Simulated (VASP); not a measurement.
N: single point with PBEsol

Crystal: N.

```xyz
4
Lattice="3.8339 0.0000 0.0000 -1.9169 3.3202 0.0000 0.0000 0.0000 6.4455" Properties=species:S:1:pos:R:3 pbc="T T T"
N     0.0000    2.2135    2.1201
N     0.0000    2.2135    1.1026
N     1.9169    1.1067    5.3429
N     1.9169    1.1067    4.3254
```

This cell differs from its parent crystal: strain -0.080 along x and y, -0.080 along z.

```json
{
 "Program": "VASP 6.6.1",
 "Task": "single point",
 "Functional": "PBEsol",
 "Potentials or basis": "VASP PAW PBE potentials, release 64 (N)",
 "Cutoff": "520 eV",
 "k mesh": "6 × 6 × 4",
 "Occupations": "gaussian, width 0.05 eV",
 "Spin": "no spin polarisation"
}
```

| Property | Result |
| --- | --- |
| Pressure | 27.6 GPa |
| Largest force | 20.626 eV/Å |
| Band gap on the k mesh | 7.39 eV, indirect (least direct gap 7.89 eV) |

Forces on the atoms (eV/Å):
```
N     0.000   0.000  20.626
N     0.000   0.000 -20.626
N     0.000   0.000  20.626
N     0.000   0.000 -20.626
```

Stress tensor (GPa, compression positive):
```
 0.30  0.00  0.00
 0.00  0.30  0.00
 0.00  0.00 82.21
```

Levels at points of the mesh, in eV from the valence-band top:
| k point | band 7 | band 8 | band 9 | band 10 | band 11 | band 12 | band 13 | band 14 |
| --- | --- | --- | --- | --- | --- | --- | --- | --- |
| (0.00, 0.00, 0.00) | -2.71 | -2.69 | -1.81 | 0.00 | 8.64 | 8.64 | 9.39 | 9.39 |
| (0.50, 0.00, 0.00) | -2.99 | -2.75 | -0.90 | -0.34 | 7.58 | 8.17 | 8.75 | 9.56 |
| (0.00, 0.00, 0.50) | -2.78 | -2.78 | -0.69 | -0.69 | 8.99 | 8.99 | 8.99 | 8.99 |
| (0.50, 0.00, 0.50) | -2.88 | -2.88 | -0.68 | -0.68 | 8.14 | 8.14 | 8.81 | 8.81 |

Run time: 13 s on 1 thread of AMD EPYC 9R45 96-Core Processor (Zen 5), with other jobs on the host, peak memory 0.15 GiB.

Caveat: the cell differs from its parent crystal (strain -0.080 along x and y, -0.080 along z); the standard files for N, O and F lose accuracy on very short bonds; the PAW data sets were made with another functional, which shifts forces and pressure a little. A k mesh can miss the band edges.
